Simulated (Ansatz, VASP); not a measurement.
# Two plane-wave programs on F

Contents of INCAR:

```
SYSTEM = F
PREC = Accurate
ENCUT = 520
EDIFF = 1E-6
ISMEAR = 0
SIGMA = 0.05
LREAL = .FALSE.
LASPH = .TRUE.
NELM = 100
ALGO = Normal
ISIF = 2
LWAVE = .FALSE.
LCHARG = .FALSE.
GGA = PE
IVDW = 12
NBANDS = 22
```

File KPOINTS:

```
Automatic mesh
0
G
  8 8 4
  0 0 0
```

File POSCAR:

```
F
1.0
    2.8115805182     -1.8978611799      0.2967143420
    2.8115805182      1.8978611799      0.2967143420
   -0.8781847677      0.0000000000      7.1494657444
F
4
Direct
    0.9138648456      0.5855481450      0.0939279973
    0.4144518550      0.0861351544      0.4060720027
    0.0861351544      0.4144518550      0.9060720027
    0.5855481450      0.9138648456      0.5939279973
```

Input for Ansatz:

```yaml
crystal:
  lattice:
    - [2.8115805182, -1.8978611799, 0.296714342]
    - [2.8115805182, 1.8978611799, 0.296714342]
    - [-0.8781847677, 0.0, 7.1494657444]
  atoms:
    - { symbol: F, position: [0.9138648456, 0.585548145, 0.0939279973] }
    - { symbol: F, position: [0.414451855, 0.0861351544, 0.4060720027] }
    - { symbol: F, position: [0.0861351544, 0.414451855, 0.9060720027] }
    - { symbol: F, position: [0.585548145, 0.9138648456, 0.5939279973] }
basis:
  ecutwfc: 520.0
kpoints:
  mp_grid: { grid: [8, 8, 4] }
hamiltonian:
  xc: pbe
  dispersion: d3bj
scf:
  occupations: { method: gaussian, width: 0.05 }
output:
  forces: true
  stress: true
  eigenvalues: true
```

Change from the starting cell: volume 19.322 Å^3 an atom, stretch along a over the lengths across it, relative to the relaxed cell 0.9416.

Alike in both runs: task single point; functional PBE; dispersion D3(BJ); k mesh 8 × 8 × 4; occupations gaussian, width 0.05 eV; no spin polarisation.

```csv
,VASP,Ansatz
version,VASP 6.6.1,Ansatz 0.2.0
potentials or method,"VASP PAW PBE potentials, release 64 (F), cutoff 520 eV","scalar-relativistic, plane waves, PAW"
valence electrons in the cell,28,28
```

```tsv
	VASP	Ansatz	Ansatz less VASP
gap on the k mesh at the Fermi level (eV)	2.17	2.23	+0.058
least direct gap on the mesh (eV)	2.17	2.23	+0.058
pressure (GPa)	-4.9	-5.0	-0.06
traceless stress, the component that is largest in VASP (GPa)	-6.02	-6.73	-0.705
rms of the force components (eV/Å)	1.148	1.283	+0.1349
```

Atom by atom the forces differ by 0.135 eV/Å (rms over components).
